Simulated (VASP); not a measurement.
# CdS (Hawleyite) (F-43m) in VASP: notebook

Aim: see how the results for CdS (Hawleyite) move with the level of theory and the settings. Levels: SVWN5, PBEsol+D4. Tasks: single point.

Everything below comes from runs of VASP 6.6.1. Logs are shortened: lines on timing, memory, paths and dates and some standing lists are left out, and cuts for length are marked.

### 1 The cell of the first run

Symmetry: F-43m, No. 216, cubic system. The conventional cell has a = 5.755 Å, b = 5.755 Å, c = 5.755 Å, α = 90.00°, β = 90.00°, γ = 90.00°. Cd (site symmetry -43m) has 4 S at 2.49 Å within 3.3 Å. S (site symmetry -43m) has 4 Cd at 2.49 Å within 3.3 Å.

### 2 Single point, SVWN5

Input file INCAR:

```
ALGO = Normal ; EDIFF = 1E-7
ENCUT = 520 ; GGA = VW
ISIF = 2 ; ISMEAR = -1
LASPH = T ; LCHARG = F
LREAL = F ; LWAVE = F
NBANDS = 16 ; NELM = 60
PREC = Accurate ; SIGMA = 0.05
```

Input file KPOINTS:

```
k-points
0
Gamma
  8 8 8
```

Input file POSCAR:

```
CdS
1.0
    0.0000000000      2.8776130129      2.8776130129
    2.8776130129      0.0000000000      2.8776130129
    2.8776130129      2.8776130129      0.0000000000
Cd S
1 1
Direct
    0.0000000000      0.0000000000      0.0000000000
    0.7500000000      0.7500000000      0.7500000000
```

Potentials or basis: VASP PAW PBE potentials, release 64 (Cd, S).

Command:

```bash
> cat potpaw_PBE.64/Cd/POTCAR potpaw_PBE.64/S/POTCAR > POTCAR
> mpirun -np 1 vasp_std > vasp.out
```

OUTCAR:

```text
EDIFF = 1E-7
   ENCUT = 520
   GGA = VW
   ISIF = 2
   ISMEAR = -1
   LASPH = T
   LREAL = F
   NELM = 60
   PREC = Accurate

 ion  position               nearest neighbor table
   1  0.000  0.000  0.000-   2 2.49   2 2.49   2 2.49   2 2.49
   2  0.750  0.750  0.750-   1 2.49   1 2.49   1 2.49   1 2.49

  LATTYP: Found a face centered cubic cell.
 ALAT       =     5.7552260258

  Lattice vectors:

 A1 = (   0.0000000000,   2.8776130129,   2.8776130129)
 A2 = (   2.8776130129,   0.0000000000,   2.8776130129)
 A3 = (   2.8776130129,   2.8776130129,   0.0000000000)

Analysis of symmetry for initial positions (statically):
=====================================================================
 Subroutine PRICEL returns:
 Original cell was already a primitive cell.

 Routine SETGRP: Setting up the symmetry group for a
 face centered cubic supercell.

 Subroutine GETGRP returns: Found 24 space group operations
 (whereof 24 operations were pure point group operations)
 out of a pool of 48 trial point group operations.

The static configuration has the point symmetry T_d .

Analysis of symmetry for dynamics (positions and initial velocities):
=====================================================================
 Subroutine PRICEL returns:
 Original cell was already a primitive cell.

 Routine SETGRP: Setting up the symmetry group for a
 face centered cubic supercell.

 Subroutine GETGRP returns: Found 24 space group operations
 (whereof 24 operations were pure point group operations)
 out of a pool of 48 trial point group operations.

The dynamic configuration has the point symmetry T_d .

 Subroutine INISYM returns: Found 24 space group operations
 (whereof 24 operations are pure point group operations),
 and found     1 'primitive' translations

----------------------------------------------------------------------------------------

                                     Primitive cell

  volume of cell :      47.6571

  direct lattice vectors                    reciprocal lattice vectors
     0.000000000  2.877613013  2.877613013    -0.173755122  0.173755122  0.173755122
     2.877613013  0.000000000  2.877613013     0.173755122 -0.173755122  0.173755122
     2.877613013  2.877613013  0.000000000     0.173755122  0.173755122 -0.173755122

  length of vectors
     4.069559350  4.069559350  4.069559350     0.300952699  0.300952699  0.300952699

  position of ions in fractional coordinates (direct lattice)
     0.000000000  0.000000000  0.000000000
     0.750000000  0.750000000  0.750000000

  ion indices of the primitive-cell ions
   primitive index   ion index
                 1           1
                 2           2

----------------------------------------------------------------------------------------

 KPOINTS: k-points

Automatic generation of k-mesh.
 Grid dimensions read from file:
 generate k-points for:    8    8    8

 Generating k-lattice:

  Cartesian coordinates                     Fractional coordinates (reciprocal lattice)
    -0.021719390  0.021719390  0.021719390     0.125000000  0.000000000  0.000000000
     0.021719390 -0.021719390  0.021719390     0.000000000  0.125000000  0.000000000
     0.021719390  0.021719390 -0.021719390     0.000000000  0.000000000  0.125000000

  Length of vectors
     0.037619087  0.037619087  0.037619087

  Shift w.r.t. Gamma in fractional coordinates (k-lattice)
     0.000000000  0.000000000  0.000000000

 Subroutine IBZKPT returns following result:
 ===========================================

 Found     29 irreducible k-points:

 Following reciprocal coordinates:
            Coordinates               Weight
  0.000000  0.000000  0.000000      1.000000
  0.125000  0.000000  0.000000      8.000000
  0.250000  0.000000  0.000000      8.000000
  0.375000  0.000000  0.000000      8.000000
  0.500000  0.000000  0.000000      4.000000
  0.125000  0.125000  0.000000      6.000000
[... 16 lines left out ...]
  0.500000  0.250000  0.125000     48.000000
 -0.375000  0.250000  0.125000     24.000000
 [... further k-points ...]
   k-points           NKPTS =     29   k-points in BZ     NKDIM =     29   number of bands    NBANDS=     16
   number of dos      NEDOS =    301   number of ions     NIONS =      2
   total plane-waves  NPLWV =  27000
   dimension x,y,z NGX =    30 NGY =   30 NGZ =   30
   dimension x,y,z NGXF=    60 NGYF=   60 NGZF=   60
   ions per type =               1   1
   NGX,Y,Z   is equivalent  to a cutoff of  12.26, 12.26, 12.26 a.u.
   NGXF,Y,Z  is equivalent  to a cutoff of  24.51, 24.51, 24.51 a.u.
 SYSTEM =  unknown system
   PREC   = accura    normal or accurate (medium, high low for compatibility)
   ISTART =      0    job   : 0-new  1-cont  2-samecut
   ICHARG =      2    charge: 1-file 2-atom 10-const
   ISPIN  =      1    spin polarized calculation?
   LNONCOLLINEAR =      F non collinear calculations
   LSORBIT =      F    spin-orbit coupling
   LASPH  =      T    aspherical Exc in radial PAW
   ENCUT  =  520.0 eV  38.22 Ry    6.18 a.u.   7.57  7.57  7.57*2*pi/ulx,y,z
   NELM   =     60;   NELMIN=  2; NELMDL= -5     # of ELM steps
   EDIFF  = 0.1E-06   stopping-criterion for ELM
   LREAL  =      F    real-space projection
   EDIFFG = 0.1E-05   stopping-criterion for IOM
   NSW    =      0    number of steps for IOM
   IBRION =     -1    ionic relax: 0-MD 1-quasi-New 2-CG
   NFREE  =      0    steps in history (QN), initial steepest desc. (CG)
   ISIF   =      2    stress and relaxation
   ISYM   =      2    0-nonsym 1-usesym 2-fastsym
   POTIM  = 0.5000    time-step for ionic-motion
   TEBEG  =    0.0;   TEEND  =   0.0 temperature during run
   PSTRESS=    0.0 pullay stress
   NELECT =      18.0000    total number of electrons
   NUPDOWN=      -1.0000    fix difference up-down
   EMIN   =  10.00;   EMAX   =-10.00  energy-range for DOS
   EFERMI =   0.00;   METHOD = LEGACY
   ISMEAR =    -1;   SIGMA  =   0.05  broadening in eV -4-tet -1-fermi 0-gaus
   EFERMI_NEDOS =   21; number of points for ismear=-14 and -15
   IALGO  =     38    algorithm
   IMIX   =      4    mixing-type and parameters
     AMIX     =   0.40;   BMIX     =  1.00
     AMIX_MAG =   1.60;   BMIX_MAG =  1.00
  volume/ion in A,a.u.               =      23.83       160.80
  Fermi-wavevector in a.u.,A,eV,Ry     =   1.183377  2.236259 19.053355  1.400382
  Thomas-Fermi vector in A             =   2.319613
   LORBIT       =      0    0 simple, 1 ext, 2 COOP (PROOUT), +10 PAW based schemes
   GGA     = VW    functional components
   LHFCALC =     F    Hartree Fock is set to
   AEXX    =    0.0000 exact exchange contribution
   IVDW    =     0    specifies the selected vdW correction
   LEPSILON=     F    determine dielectric tensor
   LRPA    =     F    only Hartree local field effects (RPA)
 non-spin polarized calculation
  energy-cutoff  :      520.00
  volume of cell :       47.66
 maximum number of plane-waves:      1304
   NGX = 15   NGY = 15   NGZ = 15

 number of electron      18.0000008 magnetization

 Free energy of the ion-electron system (eV)
  ---------------------------------------------------
  ext. energy  EPLUGINS =         0.00000000
  ---------------------------------------------------
  free energy    TOTEN  =        -7.37419076 eV

  energy without entropy =       -7.37419014  energy(sigma->0) =       -7.37419045

 E-fermi :   1.9122     XC(G=0):  -9.7636

 val. band max:        1.3971861180   @ k =   0.0000   0.0000   0.0000
 cond. band min:       2.3543496537   @ k =   0.0000   0.0000   0.0000
 fundamental gap:      0.9571635358
 Fermi energy:         1.9121855069

 k-point     1 :       0.0000    0.0000    0.0000
  band No.  band energies     occupation
      1     -11.2389      2.00000
      2      -6.5294      2.00000
      3      -6.5294      2.00000
      4      -6.5294      2.00000
      5      -5.9858      2.00000
      6      -5.9858      2.00000
[... 8 lines left out ...]
     15      12.9591      0.00000
     16      12.9591      0.00000

 k-point     2 :       0.1250    0.0000    0.0000
  band No.  band energies     occupation
      1     -11.1684      2.00000
      2      -6.5042      2.00000
      3      -6.5042      2.00000
      4      -6.4768      2.00000
      5      -5.9873      2.00000
      6      -5.9873      2.00000
[... 8 lines left out ...]
     15      12.2722      0.00000
     16      13.2229      0.00000

 k-point     3 :       0.2500    0.0000    0.0000
  band No.  band energies     occupation
      1     -10.9966      2.00000
      2      -6.4495      2.00000
      3      -6.4495      2.00000
      4      -6.2775      2.00000
      5      -5.9817      2.00000
      6      -5.9817      2.00000
[... 8 lines left out ...]
     15      12.0126      0.00000
     16      12.5080      0.00000

 k-point     4 :       0.3750    0.0000    0.0000
  band No.  band energies     occupation
      1     -10.8245      2.00000
      2      -6.4077      2.00000
      3      -6.4077      2.00000
      4      -5.9588      2.00000
      5      -5.9588      2.00000
      6      -5.8819      2.00000
[... 8 lines left out ...]
     15      12.9122      0.00000
     16      12.9122      0.00000

 k-point     5 :       0.5000    0.0000    0.0000
  band No.  band energies     occupation
      1     -10.7537      2.00000
      2      -6.3950      2.00000
      3      -6.3950      2.00000
      4      -5.9433      2.00000
      5      -5.9433      2.00000
      6      -5.5669      2.00000
[... 8 lines left out ...]
     15      14.0293      0.00000
     16      14.0293      0.00000

 k-point     6 :       0.1250    0.1250    0.0000
  band No.  band energies     occupation
      1     -11.1450      2.00000
      2      -6.4903      2.00000
      3      -6.4802      2.00000
      4      -6.4802      2.00000
      5      -6.0052      2.00000
      6      -5.9713      2.00000
[... 8 lines left out ...]
     15      13.0583      0.00000
     16      13.9602      0.00000
[... 267 lines left out ...]
 k-point    21 :       0.5000    0.5000    0.0000
  band No.  band energies     occupation
      1     -10.6042      2.00000
      2      -6.3120      2.00000
      3      -6.1345      2.00000
      4      -6.1345      2.00000
      5      -5.8857      2.00000
      6      -5.5007      2.00000
[... 8 lines left out ...]
     15      13.8348      0.00000
     16      14.9898      0.00000

 k-point    22 :       0.3750    0.2500    0.1250
  band No.  band energies     occupation
      1     -10.8704      2.00000
      2      -6.3941      2.00000
      3      -6.3630      2.00000
      4      -6.2006      2.00000
      5      -5.9843      2.00000
      6      -5.9213      2.00000
[... 8 lines left out ...]
     15      13.4605      0.00000
     16      15.2337      0.00000

 k-point    23 :       0.5000    0.2500    0.1250
  band No.  band energies     occupation
      1     -10.7351      2.00000
      2      -6.3540      2.00000
      3      -6.3228      2.00000
      4      -6.0710      2.00000
      5      -5.9491      2.00000
      6      -5.6808      2.00000
[... 8 lines left out ...]
     15      14.2368      0.00000
     16      14.5655      0.00000

 k-point    24 :      -0.3750    0.2500    0.1250
  band No.  band energies     occupation
      1     -10.6801      2.00000
      2      -6.3495      2.00000
      3      -6.3031      2.00000
      4      -6.0204      2.00000
      5      -5.9568      2.00000
      6      -5.4364      2.00000
[... 8 lines left out ...]
     15      13.6640      0.00000
     16      14.6618      0.00000

 [... further k-points ...]
[... 5 lines left out ...]
  --------------------------------------------------------------------------------------
  -------------------------------------------------------------------------------------
  Total        0.1558971      0.1558971      0.1558971      0.0000000     -0.0000000     -0.0000000
  in kB        5.2410882      5.2410882      5.2410882      0.0000000     -0.0000000     -0.0000000
  external PRESSURE =       5.2410882 kB  Pullay stress =       0.0000000 kB

 VOLUME and BASIS-vectors are now :
 -----------------------------------------------------------------------------
  energy-cutoff  :      520.00
  volume of cell :       47.66
      direct lattice vectors                 reciprocal lattice vectors
     0.000000000  2.877613013  2.877613013    -0.173755122  0.173755122  0.173755122
     2.877613013  0.000000000  2.877613013     0.173755122 -0.173755122  0.173755122
     2.877613013  2.877613013  0.000000000     0.173755122  0.173755122 -0.173755122

 POSITION                                       TOTAL-FORCE (eV/Angst)
 -----------------------------------------------------------------------------------
      0.00000      0.00000      0.00000        -0.000000      0.000000      0.000000
      4.31642      4.31642      4.31642         0.000000     -0.000000     -0.000000
 -----------------------------------------------------------------------------------
    total drift:                                0.000000      0.000000      0.000000

  FREE ENERGIE OF THE ION-ELECTRON SYSTEM (eV)
  ---------------------------------------------------
  free  energy   TOTEN  =        -7.3741907578 eV

  energy  without entropy=       -7.3741901365  energy(sigma->0) =       -7.37419045
```

Run time: 49 s. Hardware: 1 thread of Intel Xeon 6975P-C, shared host; peak memory 0.16 GiB.

What came out:

```yaml
Free_energy: -7.3742 eV
Pressure: 0.5 GPa
Band_gap_on_the_k_mesh: 0.96 eV, direct
```

Levels at points of the mesh, in eV from the valence-band top:
```
           k point  band 6  band 7  band 8  band 9  band 10  band 11  band 12  band 13
(0.00, 0.00, 0.00)   -7.38    0.00    0.00    0.00     0.96     6.37     6.37     6.37
(0.50, 0.00, 0.00)   -6.96   -4.78   -0.83   -0.83     2.83     6.86     6.86     7.35
(0.50, 0.50, 0.00)   -6.90   -4.25   -2.07   -2.07     3.25     4.20     9.14    10.79
```

Caveat: the PAW data sets were made with another functional, which shifts forces and pressure a little.

### 3 Single point, PBEsol+D4

This run uses another cell than the first one, of 24.25 Å³/atom, 1.018 times its volume.

Input file INCAR:

```
PREC     = Accurate       # precision mode
ENCUT    = 520            # plane-wave cutoff, eV
EDIFF    = 1E-6           # SCF threshold, eV
ISMEAR   = -1             # smearing method
SIGMA    = 0.05           # smearing width, eV
LREAL    = False          # projectors in reciprocal space
LASPH    = True           # aspherical terms in the spheres
NELM     = 60             # most SCF steps
ALGO     = Normal         # electronic algorithm
ISIF     = 2              # what is computed and relaxed
LWAVE    = False          # write WAVECAR
LCHARG   = True           # write CHGCAR
GGA      = PS             # functional
IVDW     = 13             # dispersion correction
LELF     = True           # ELF
LVHAR    = True         
NBANDS   = 16             # bands
```

Input file KPOINTS:

```
Automatic mesh
0
Gamma
  8 8 8
```

Input file POSCAR:

```
CdS
1.0
    0.0000000000      2.8943087711      2.8943087711
    2.8943087711      0.0000000000      2.8943087711
    2.8943087711      2.8943087711      0.0000000000
Cd S
1 1
Direct
    0.0000000000      0.0000000000      0.0000000000
    0.7500000000      0.7500000000      0.7500000000
```

Potentials or basis: VASP PAW PBE potentials, release 64 (Cd, S).

Command:

```bash
> cat potpaw_PBE.64/Cd/POTCAR potpaw_PBE.64/S/POTCAR > POTCAR
> mpirun -np 1 vasp_std > vasp.out
```

OUTCAR:

```text
PREC = Accurate
   ENCUT = 520
   EDIFF = 1E-6
   ISMEAR = -1
   LREAL = False
   LASPH = True
   NELM = 60
   ISIF = 2
   GGA = PS
   IVDW = 13

 ion  position               nearest neighbor table
   1  0.000  0.000  0.000-   2 2.51   2 2.51   2 2.51   2 2.51
   2  0.750  0.750  0.750-   1 2.51   1 2.51   1 2.51   1 2.51

  LATTYP: Found a face centered cubic cell.
 ALAT       =     5.7886175422

  Lattice vectors:

 A1 = (   0.0000000000,   2.8943087711,   2.8943087711)
[... 642 lines left out ...]

  DFT-D4 for vdW energy calculation

  Edisp (eV):   -0.37886

  FORCE on cell =-STRESS in cart. coord.  units (eV):
  Direction    XX          YY          ZZ          XY          YZ          ZX
  --------------------------------------------------------------------------------------
  -------------------------------------------------------------------------------------
  Total       0.12219     0.12219     0.12219    -0.00000     0.00000     0.00000
  in kB       4.03723     4.03723     4.03723    -0.00000     0.00000     0.00000
  external pressure =        4.04 kB  Pullay stress =        0.00 kB

 VOLUME and BASIS-vectors are now :
 -----------------------------------------------------------------------------
  energy-cutoff  :      520.00
  volume of cell :       48.49
      direct lattice vectors                 reciprocal lattice vectors
     0.000000000  2.894308771  2.894308771    -0.172752819  0.172752819  0.172752819
     2.894308771  0.000000000  2.894308771     0.172752819 -0.172752819  0.172752819
     2.894308771  2.894308771  0.000000000     0.172752819  0.172752819 -0.172752819

 POSITION                                       TOTAL-FORCE (eV/Angst)
 -----------------------------------------------------------------------------------
      0.00000      0.00000      0.00000        -0.000000      0.000000     -0.000000
      4.34146      4.34146      4.34146         0.000000     -0.000000      0.000000
 -----------------------------------------------------------------------------------
    total drift:                                0.000001      0.000001      0.000001

  FREE ENERGIE OF THE ION-ELECTRON SYSTEM (eV)
  ---------------------------------------------------
  free  energy   TOTEN  =        -7.1862120544 eV

  energy  without entropy=       -7.1862117953  energy(sigma->0) =       -7.18621192
```

Run time: 49 s. Hardware: 1 thread of Intel Xeon 6975P-C, shared host; peak memory 0.18 GiB.

Results:

```
Free energy                : -7.1862 eV
Pressure                   : 0.4 GPa
Band gap on the k mesh     : 1.06 eV, direct
Dispersion energy per atom : -0.189 eV
```

Levels at points of the mesh, in eV from the valence-band top:
| k point | band 5 | band 6 | band 7 | band 8 | band 9 | band 10 | band 11 | band 12 | band 13 | band 14 |
| --- | --- | --- | --- | --- | --- | --- | --- | --- | --- | --- |
| (0.00, 0.00, 0.00) | -7.30 | -7.30 | 0.00 | 0.00 | 0.00 | 1.06 | 6.44 | 6.44 | 6.44 | 11.33 |
| (0.50, 0.00, 0.00) | -7.26 | -6.90 | -4.63 | -0.80 | -0.80 | 2.92 | 6.91 | 6.91 | 7.39 | 10.95 |
| (0.50, 0.50, 0.00) | -7.20 | -6.83 | -4.12 | -2.00 | -2.00 | 3.35 | 4.27 | 9.18 | 10.81 | 10.81 |

Caveat: the PAW data sets were made with another functional, which shifts forces and pressure a little.
